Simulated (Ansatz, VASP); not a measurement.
Two plane-wave programs on Ga3I2

```
Ga I
1.0
     3.54304    2.04557    6.44886
    -3.54304    2.04557    6.44886
     0.00000   -4.09115    6.44886
Ga I
6 4
Direct
  0.05625 0.44375 0.75000
  0.75000 0.05625 0.44375
  0.44375 0.75000 0.05625
  0.94375 0.55625 0.25000
  0.25000 0.94375 0.55625
  0.55625 0.25000 0.94375
  0.85218 0.85218 0.85218
  0.64782 0.64782 0.64782
  0.14782 0.14782 0.14782
  0.35218 0.35218 0.35218
```

Alike in both runs: task single point; functional PBE; k mesh 3 × 3 × 3; occupations gaussian, width 0.1 eV; no spin polarisation.

|  | VASP | Ansatz |
| --- | --- | --- |
| version | VASP 6.6.1 | Ansatz 0.2.0 |
| potentials or method | VASP PAW PBE potentials, release 64 (Ga_d, I), cutoff 520 eV | scalar-relativistic, plane waves, PAW |
| valence electrons in the cell | 106 | 146 |

|  | VASP | Ansatz | Ansatz less VASP |
| --- | --- | --- | --- |
| gap on the k mesh at the Fermi level (eV) | none | none | - |
| pressure (GPa) | 12.1 | 12.0 | -0.03 |
| traceless stress, the component that is largest in VASP (GPa) | -1.87 | -1.86 | +0.006 |
| rms of the force components (eV/Å) | 0.201 | 0.200 | -0.0012 |

Atom by atom the forces differ by 0.001 eV/Å (rms over components). A gap of «none» marks a metal or a gap that the smearing closes. VASP's potentials hold 106 valence electrons a cell and Ansatz's 146, so a difference there can come from the potentials and not from the codes.

Spin-orbit coupling is off throughout.
